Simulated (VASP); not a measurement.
# Al2O3 (Pnnm) in VASP: notebook

The runs below take Al2O3 through single point, with r2SCAN.

Everything below comes from runs of VASP 6.6.1. Logs are shortened: lines on timing, memory, paths and dates and some standing lists are left out, and cuts for length are marked.

## Step 1: The cell of the first run

Symmetry: Pnnm, No. 58, orthorhombic system. The conventional cell has a = 4.444 Å, b = 9.993 Å, c = 2.995 Å, α = 90.00°, β = 90.00°, γ = 90.00°. Al (site symmetry m) has 4 O at 1.73 to 1.78 Å within 2.3 Å. O (site symmetry m) has 3 Al at 1.78 Å within 2.4 Å. Within 2.3 Å of O (site symmetry 2/m) lie 2 Al at 1.73 Å.

## Step 2: Single point, r2SCAN (strain -0.0400 x Voigt [1, -1, 0, 0, 0, 0])

File POSCAR:

```
Al2O3
1.0
    4.4437966305      0.0000000000      0.0000000000
    0.0000000000      9.9931518576      0.0000000000
    0.0000000000      0.0000000000      2.9954281823
Al O
4 6
Direct
    0.4149577251      0.3307998761      0.5000000000
    0.5850422749      0.6692001239      0.5000000000
    0.9149577251      0.1692001239      0.0000000000
    0.0850422749      0.8307998761      0.0000000000
    0.7326465181      0.2226010545      0.5000000000
    0.0000000000      0.0000000000      0.0000000000
    0.7673534819      0.7226010545      0.0000000000
    0.2326465181      0.2773989455      0.0000000000
    0.2673534819      0.7773989455      0.5000000000
    0.5000000000      0.5000000000      0.5000000000
```

File INCAR.step1:

```
PREC = Accurate
ENCUT = 520
ISMEAR = 0
SIGMA = 0.05
LREAL = False
LASPH = True
NELM = 100
NBANDS = 35
GGA = PE
ALGO = Normal
EDIFF = 1E-4
LWAVE = True
LCHARG = False
```

File INCAR.step2:

```
PREC = Accurate
ENCUT = 520
EDIFF = 1E-7
ISMEAR = 0
SIGMA = 0.05
LREAL = False
LASPH = True
NELM = 100
ALGO = Normal
ISIF = 2
LWAVE = False
LCHARG = False
METAGGA = R2SCAN
LMIXTAU = True
NBANDS = 35
ISTART = 1
```

File KPOINTS:

```
Automatic mesh
0
Gamma
  6 4 8
```

Potentials or basis: VASP PAW PBE potentials, release 64 (Al, O).

Started as:

```
$ cat potpaw_PBE.64/Al/POTCAR potpaw_PBE.64/O/POTCAR > POTCAR
$ cp INCAR.step1 INCAR
$ mpirun -np 1 vasp_std > vasp.out
$ cp INCAR.step2 INCAR
$ mpirun -np 1 vasp_std > vasp.out
```

OUTCAR:

```text
PREC = Accurate
   ENCUT = 520
   EDIFF = 1E-7
   ISMEAR = 0
   LREAL = False
   LASPH = True
   NELM = 100
   ISIF = 2
   METAGGA = R2SCAN
   ISTART = 1

 ion  position               nearest neighbor table
   1  0.415  0.331  0.500-  10 1.73   5 1.78   8 1.78   8 1.78   3 3.13   3 3.13   3 3.13   3 3.13

   2  0.585  0.669  0.500-  10 1.73   9 1.78   7 1.78   7 1.78   4 3.13   4 3.13   4 3.13   4 3.13

   3  0.915  0.169  0.000-   6 1.73   8 1.78   5 1.78   5 1.78   1 3.13   1 3.13   1 3.13   1 3.13

   4  0.085  0.831  0.000-   6 1.73   7 1.78   9 1.78   9 1.78   2 3.13   2 3.13   2 3.13   2 3.13

   5  0.733  0.223  0.500-   1 1.78   3 1.78   3 1.78
   6  0.000  0.000  0.000-   3 1.73   4 1.73
   7  0.767  0.723  0.000-   4 1.78   2 1.78   2 1.78
   8  0.233  0.277  0.000-   3 1.78   1 1.78   1 1.78
   9  0.267  0.777  0.500-   2 1.78   4 1.78   4 1.78
  10  0.500  0.500  0.500-   1 1.73   2 1.73

  LATTYP: Found a simple orthorhombic cell.
 ALAT       =     2.9954281823
 B/A-ratio  =     1.4835263475
 C/A-ratio  =     3.3361346857

  Lattice vectors:

 A1 = (   0.0000000000,   0.0000000000,   2.9954281823)
 A2 = (   4.4437966305,   0.0000000000,   0.0000000000)
 A3 = (   0.0000000000,   9.9931518576,   0.0000000000)

Analysis of symmetry for initial positions (statically):
=====================================================================
 Subroutine PRICEL returns:
 Original cell was already a primitive cell.

 Routine SETGRP: Setting up the symmetry group for a
 simple orthorhombic supercell.

 Subroutine GETGRP returns: Found  8 space group operations
 (whereof  4 operations were pure point group operations)
 out of a pool of  8 trial point group operations.

The static configuration has the point symmetry C_2h.
 The point group associated with its full space group is D_2h.

Analysis of symmetry for dynamics (positions and initial velocities):
=====================================================================
 Subroutine PRICEL returns:
 Original cell was already a primitive cell.

 Routine SETGRP: Setting up the symmetry group for a
 simple orthorhombic supercell.

 Subroutine GETGRP returns: Found  8 space group operations
 (whereof  4 operations were pure point group operations)
 out of a pool of  8 trial point group operations.

The dynamic configuration has the point symmetry C_2h.
 The point group associated with its full space group is D_2h.

 Subroutine INISYM returns: Found  8 space group operations
 (whereof  4 operations are pure point group operations),
 and found     1 'primitive' translations

----------------------------------------------------------------------------------------

                                     Primitive cell

  volume of cell :     133.0196

  direct lattice vectors                    reciprocal lattice vectors
     4.443796630  0.000000000  0.000000000     0.225032800  0.000000000  0.000000000
     0.000000000  9.993151858  0.000000000     0.000000000  0.100068528  0.000000000
     0.000000000  0.000000000  2.995428182     0.000000000  0.000000000  0.333842088

  length of vectors
     4.443796630  9.993151858  2.995428182     0.225032800  0.100068528  0.333842088

  position of ions in fractional coordinates (direct lattice)
     0.414957725  0.330799876  0.500000000
     0.585042275  0.669200124  0.500000000
     0.914957725  0.169200124  0.000000000
     0.085042275  0.830799876  0.000000000
     0.732646518  0.222601054  0.500000000
     0.000000000  0.000000000  0.000000000
     0.767353482  0.722601054  0.000000000
     0.232646518  0.277398946  0.000000000
     0.267353482  0.777398946  0.500000000
     0.500000000  0.500000000  0.500000000

  ion indices of the primitive-cell ions
   primitive index   ion index
                 1           1
                 2           2
                 3           3
                 4           4
                 5           5
                 6           6
                 7           7
                 8           8
                 9           9
                10          10

----------------------------------------------------------------------------------------

 KPOINTS: Automatic mesh

Automatic generation of k-mesh.
 Grid dimensions read from file:
 generate k-points for:    6    4    8

 Generating k-lattice:

  Cartesian coordinates                     Fractional coordinates (reciprocal lattice)
     0.037505467  0.000000000  0.000000000     0.166666667  0.000000000  0.000000000
     0.000000000  0.025017132  0.000000000     0.000000000  0.250000000  0.000000000
     0.000000000  0.000000000  0.041730261     0.000000000  0.000000000  0.125000000

  Length of vectors
     0.037505467  0.025017132  0.041730261

  Shift w.r.t. Gamma in fractional coordinates (k-lattice)
     0.000000000  0.000000000  0.000000000

 Subroutine IBZKPT returns following result:
 ===========================================

 Found     60 irreducible k-points:

 Following reciprocal coordinates:
            Coordinates               Weight
  0.000000  0.000000  0.000000      1.000000
  0.166667  0.000000  0.000000      2.000000
  0.333333  0.000000  0.000000      2.000000
  0.500000  0.000000  0.000000      1.000000
  0.000000  0.250000  0.000000      2.000000
  0.166667  0.250000  0.000000      4.000000
[... 16 lines left out ...]
  0.333333  0.500000  0.125000      4.000000
  0.500000  0.500000  0.125000      2.000000
 [... further k-points ...]
   k-points           NKPTS =     60   k-points in BZ     NKDIM =     60   number of bands    NBANDS=     35
   number of dos      NEDOS =    301   number of ions     NIONS =     10
   total plane-waves  NPLWV =  69120
   dimension x,y,z NGX =    36 NGY =   80 NGZ =   24
   dimension x,y,z NGXF=    72 NGYF=  160 NGZF=   48
   ions per type =               4   6
   NGX,Y,Z   is equivalent  to a cutoff of  13.47, 13.31, 13.32 a.u.
   NGXF,Y,Z  is equivalent  to a cutoff of  26.94, 26.62, 26.64 a.u.
 SYSTEM =  unknown system
   PREC   = accura    normal or accurate (medium, high low for compatibility)
   ISTART =      1    job   : 0-new  1-cont  2-samecut
   ICHARG =      0    charge: 1-file 2-atom 10-const
   ISPIN  =      1    spin polarized calculation?
   LNONCOLLINEAR =      F non collinear calculations
   LSORBIT =      F    spin-orbit coupling
   LASPH  =      T    aspherical Exc in radial PAW
   ENCUT  =  520.0 eV  38.22 Ry    6.18 a.u.   8.26 18.58  5.57*2*pi/ulx,y,z
   NELM   =    100;   NELMIN=  2; NELMDL=  0     # of ELM steps
   EDIFF  = 0.1E-06   stopping-criterion for ELM
   LREAL  =      F    real-space projection
   EDIFFG = 0.1E-05   stopping-criterion for IOM
   NSW    =      0    number of steps for IOM
   IBRION =     -1    ionic relax: 0-MD 1-quasi-New 2-CG
   NFREE  =      0    steps in history (QN), initial steepest desc. (CG)
   ISIF   =      2    stress and relaxation
   ISYM   =      2    0-nonsym 1-usesym 2-fastsym
   POTIM  = 0.5000    time-step for ionic-motion
   TEBEG  =    0.0;   TEEND  =   0.0 temperature during run
   PSTRESS=    0.0 pullay stress
   NELECT =      48.0000    total number of electrons
   NUPDOWN=      -1.0000    fix difference up-down
   EMIN   =  10.00;   EMAX   =-10.00  energy-range for DOS
   EFERMI =   0.00;   METHOD = LEGACY
   ISMEAR =     0;   SIGMA  =   0.05  broadening in eV -4-tet -1-fermi 0-gaus
   EFERMI_NEDOS =   21; number of points for ismear=-14 and -15
   IALGO  =     38    algorithm
   IMIX   =      4    mixing-type and parameters
     AMIX     =   0.40;   BMIX     =  1.00
     AMIX_MAG =   1.60;   BMIX_MAG =  1.00
  volume/ion in A,a.u.               =      13.30        89.77
  Fermi-wavevector in a.u.,A,eV,Ry     =   1.165512  2.202498 18.482399  1.358418
  Thomas-Fermi vector in A             =   2.302037
   LORBIT       =      0    0 simple, 1 ext, 2 COOP (PROOUT), +10 PAW based schemes
   METAGGA = R2SCAN    functional components
   LHFCALC =     F    Hartree Fock is set to
   AEXX    =    0.0000 exact exchange contribution
   IVDW    =     0    specifies the selected vdW correction
   LEPSILON=     F    determine dielectric tensor
   LRPA    =     F    only Hartree local field effects (RPA)
 non-spin polarized calculation
 Gauss-broadening in eV      SIGMA  =   0.05
  energy-cutoff  :      520.00
  volume of cell :      133.02
 maximum number of plane-waves:      3624
 NGX is ok and might be reduce to    36
   NGX = 17   NGY = 37   NGZ = 11

 number of electron      47.9999992 magnetization

 Free energy of the ion-electron system (eV)
  ---------------------------------------------------
  ext. energy  EPLUGINS =         0.00000000
  ---------------------------------------------------
  free energy    TOTEN  =       -94.62272698 eV

  energy without entropy =      -94.62272698  energy(sigma->0) =      -94.62272698

 E-fermi :   2.5478     XC(G=0):  -9.4139

 val. band max:        2.2322697012   @ k =   0.0000   0.0000   0.0000
 cond. band min:       5.9267794053   @ k =   0.0000   0.0000   0.0000
 fundamental gap:      3.6945097041
 Fermi energy:         2.5478399992

 k-point     1 :       0.0000    0.0000    0.0000
  band No.  band energies     occupation
      1     -18.6071      2.00000
      2     -18.5628      2.00000
      3     -17.2374      2.00000
      4     -17.2254      2.00000
      5     -15.2778      2.00000
      6     -15.1865      2.00000
[... 27 lines left out ...]
     34      13.6352      0.00000
     35      14.7960      0.00000

 k-point     2 :       0.1667    0.0000    0.0000
  band No.  band energies     occupation
      1     -18.5273      2.00000
      2     -18.4841      2.00000
      3     -17.3443      2.00000
      4     -17.3285      2.00000
      5     -15.2671      2.00000
      6     -15.1888      2.00000
[... 27 lines left out ...]
     34      13.2183      0.00000
     35      14.5552      0.00000

 k-point     3 :       0.3333    0.0000    0.0000
  band No.  band energies     occupation
      1     -18.3019      2.00000
      2     -18.2623      2.00000
      3     -17.6227      2.00000
      4     -17.5980      2.00000
      5     -15.2420      2.00000
      6     -15.1977      2.00000
[... 27 lines left out ...]
     34      12.7770      0.00000
     35      14.2325      0.00000

 k-point     4 :       0.5000    0.0000    0.0000
  band No.  band energies     occupation
      1     -17.9754      2.00000
      2     -17.9754      2.00000
      3     -17.9420      2.00000
      4     -17.9420      2.00000
      5     -15.2159      2.00000
      6     -15.2159      2.00000
[... 27 lines left out ...]
     34      12.8927      0.00000
     35      14.1740      0.00000

 k-point     5 :       0.0000    0.2500    0.0000
  band No.  band energies     occupation
      1     -18.6008      2.00000
      2     -18.5694      2.00000
      3     -17.2356      2.00000
      4     -17.2271      2.00000
      5     -15.2646      2.00000
      6     -15.1999      2.00000
[... 638 lines left out ...]
 k-point    22 :       0.1667    0.5000    0.1250
  band No.  band energies     occupation
      1     -18.4139      2.00000
      2     -18.4139      2.00000
      3     -17.3187      2.00000
      4     -17.3187      2.00000
      5     -15.1904      2.00000
      6     -15.1904      2.00000
[... 27 lines left out ...]
     34      13.9092      0.00000
     35      14.1166      0.00000

 k-point    23 :       0.3333    0.5000    0.1250
  band No.  band energies     occupation
      1     -18.2024      2.00000
      2     -18.2024      2.00000
      3     -17.5721      2.00000
      4     -17.5721      2.00000
      5     -15.1826      2.00000
      6     -15.1826      2.00000
[... 27 lines left out ...]
     34      13.6508      0.00000
     35      14.1152      0.00000

 k-point    24 :       0.5000    0.5000    0.1250
  band No.  band energies     occupation
      1     -17.9116      2.00000
      2     -17.9116      2.00000
      3     -17.8835      2.00000
      4     -17.8835      2.00000
      5     -15.1789      2.00000
      6     -15.1789      2.00000
[... 27 lines left out ...]
     34      13.6563      0.00000
     35      14.1439      0.00000

 [... further k-points ...]

------------------------ aborting loop because EDIFF is reached ----------------------------------------

  FORCE on cell =-STRESS in cart. coord.  units (eV):
  Direction    XX          YY          ZZ          XY          YZ          ZX
  --------------------------------------------------------------------------------------
  -------------------------------------------------------------------------------------
  Total        3.3589159    -10.9077333      2.3477830      0.0000000      0.0000000      0.0000000
  in kB       40.4570431   -131.3800795     28.2782785      0.0000000      0.0000000      0.0000000
  external PRESSURE =     -20.8815860 kB  Pullay stress =       0.0000000 kB

 VOLUME and BASIS-vectors are now :
 -----------------------------------------------------------------------------
  energy-cutoff  :      520.00
  volume of cell :      133.02
      direct lattice vectors                 reciprocal lattice vectors
     4.443796630  0.000000000  0.000000000     0.225032800  0.000000000  0.000000000
     0.000000000  9.993151858  0.000000000     0.000000000  0.100068528  0.000000000
     0.000000000  0.000000000  2.995428182     0.000000000  0.000000000  0.333842088

 POSITION                                       TOTAL-FORCE (eV/Angst)
 -----------------------------------------------------------------------------------
      1.84399      3.30573      1.49771         0.169000      1.695255      0.000000
      2.59981      6.68742      1.49771        -0.169000     -1.695255      0.000000
      4.06589      1.69084      0.00000         0.169000     -1.695255      0.000000
      0.37791      8.30231      0.00000        -0.169000      1.695255      0.000000
      3.25573      2.22449      1.49771         0.114451     -0.138907      0.000000
      0.00000      0.00000      0.00000         0.000000      0.000000      0.000000
      3.40996      7.22106      0.00000        -0.114451     -0.138907     -0.000000
      1.03383      2.77209      0.00000         0.114451      0.138907      0.000000
      1.18806      7.76867      1.49771        -0.114451      0.138907     -0.000000
      2.22190      4.99658      1.49771         0.000000      0.000000      0.000000
 -----------------------------------------------------------------------------------
    total drift:                                0.000000     -0.000000      0.000000

  FREE ENERGIE OF THE ION-ELECTRON SYSTEM (eV)
  ---------------------------------------------------
  free  energy   TOTEN  =       -94.6227269766 eV

  energy  without entropy=      -94.6227269766  energy(sigma->0) =      -94.62272698
```

Run time: 8.6 min. Hardware: 1 thread of Intel Xeon 6975P-C (Granite Rapids), shared host; peak memory 0.4 GiB.

Results:

- Free energy: -94.6227 eV
- Pressure: -2.1 GPa
- Largest force: 1.704 eV/Å
- Band gap on the k mesh: 3.69 eV, direct

Forces on the atoms (eV/Å):
```
Al   0.169  1.695  0.000
Al  -0.169 -1.695  0.000
Al   0.169 -1.695  0.000
Al  -0.169  1.695  0.000
O    0.114 -0.139  0.000
O    0.000  0.000  0.000
O   -0.114 -0.139  0.000
O    0.114  0.139  0.000
O   -0.114  0.139  0.000
O    0.000  0.000  0.000
```

Stress tensor (GPa, compression positive):
```
  4.05   0.00   0.00
  0.00 -13.14   0.00
  0.00   0.00   2.83
```

Caveat: the cell differs from its parent crystal (strain -0.0400 x Voigt [1, -1, 0, 0, 0, 0]); the PAW data sets were made with another functional, which shifts forces and pressure a little. A k mesh can miss the band edges.

## Step 3: Single point, r2SCAN (strain +0.0400 x Voigt [1, -1, 0, 0, 0, 0])

Edit POSCAR of step 2 so:

```diff
@@ -2,4 +2,4 @@
 1.0
-    4.4437966305      0.0000000000      0.0000000000
-    0.0000000000      9.9931518576      0.0000000000
+    4.8141130163      0.0000000000      0.0000000000
+    0.0000000000      9.2244478686      0.0000000000
     0.0000000000      0.0000000000      2.9954281823
```

File INCAR.step1:

```
SYSTEM = Al2O3
  ALGO = Normal
  EDIFF = 1E-4
  ENCUT = 520
  GGA = PE
  ISMEAR = 0
  LASPH = .True.
  LCHARG = .False.
  LREAL = .False.
  LWAVE = .True.
  NBANDS = 35
  NELM = 100
  PREC = Accurate
  SIGMA = 0.05
```

File INCAR.step2:

```
SYSTEM = Al2O3
  ALGO = Normal
  EDIFF = 1E-7
  ENCUT = 520
  ISIF = 2
  ISMEAR = 0
  ISTART = 1
  LASPH = .True.
  LCHARG = .True.
  LELF = .True.
  LMIXTAU = .True.
  LREAL = .False.
  LVHAR = .True.
  LWAVE = .False.
  METAGGA = R2SCAN
  NBANDS = 35
  NELM = 100
  PREC = Accurate
  SIGMA = 0.05
```

File KPOINTS:

```
k-points
0
Gamma
  6 4 8
  0 0 0
```

Potentials or basis: VASP PAW PBE potentials, release 64 (Al, O).

Started as:

```
$ cat potpaw_PBE.64/Al/POTCAR potpaw_PBE.64/O/POTCAR > POTCAR
$ cp INCAR.step1 INCAR
$ mpirun -np 1 vasp_std > vasp.out
$ cp INCAR.step2 INCAR
$ mpirun -np 1 vasp_std > vasp.out
```

Wall time 7.6 min (1 thread of Intel Xeon 6975P-C (Granite Rapids), shared host); peak memory 0.37 GiB.

The run converged. Its results:

- Free energy: -94.5462 eV
- Pressure: 3.4 GPa
- Largest force: 2.348 eV/Å
- Band gap on the k mesh: 4.50 eV, direct

Forces on the atoms (eV/Å):
```
Al  -0.418 -2.310  0.000
Al   0.418  2.310  0.000
Al  -0.418  2.310  0.000
Al   0.418 -2.310  0.000
O   -0.085  0.073  0.000
O    0.000  0.000  0.000
O    0.085  0.073  0.000
O   -0.085 -0.073  0.000
O    0.085 -0.073  0.000
O    0.000  0.000  0.000
```

Stress tensor (GPa, compression positive):
```
-4.06  0.00  0.00
 0.00 17.15  0.00
 0.00  0.00 -2.91
```

Levels at points of the mesh, in eV from the valence-band top:
```tsv
k point	band 21	band 22	band 23	band 24	band 25	band 26	band 27	band 28
(0.00, 0.00, 0.00)	-1.28	-0.28	-0.08	0.00	4.50	6.33	7.42	7.73
(0.50, 0.00, 0.00)	-0.83	-0.83	-0.03	-0.03	6.95	6.95	7.91	7.91
(0.00, 0.50, 0.00)	-0.67	-0.67	-0.04	-0.04	5.21	5.21	7.96	7.96
(0.50, 0.50, 0.00)	-0.72	-0.72	-0.03	-0.03	7.15	7.15	7.32	7.32
(0.00, 0.00, 0.50)	-1.28	-1.28	-0.62	-0.62	8.24	8.24	8.73	8.73
(0.50, 0.00, 0.50)	-1.47	-1.47	-0.55	-0.55	8.23	8.23	9.28	9.28
(0.00, 0.50, 0.50)	-1.54	-1.54	-0.47	-0.47	8.07	8.07	9.06	9.06
(0.50, 0.50, 0.50)	-1.34	-1.34	-0.68	-0.68	8.37	8.37	9.11	9.11
```

Caveat: the cell differs from its parent crystal (strain +0.0400 x Voigt [1, -1, 0, 0, 0, 0]); the PAW data sets were made with another functional, which shifts forces and pressure a little. A k mesh can miss the band edges.
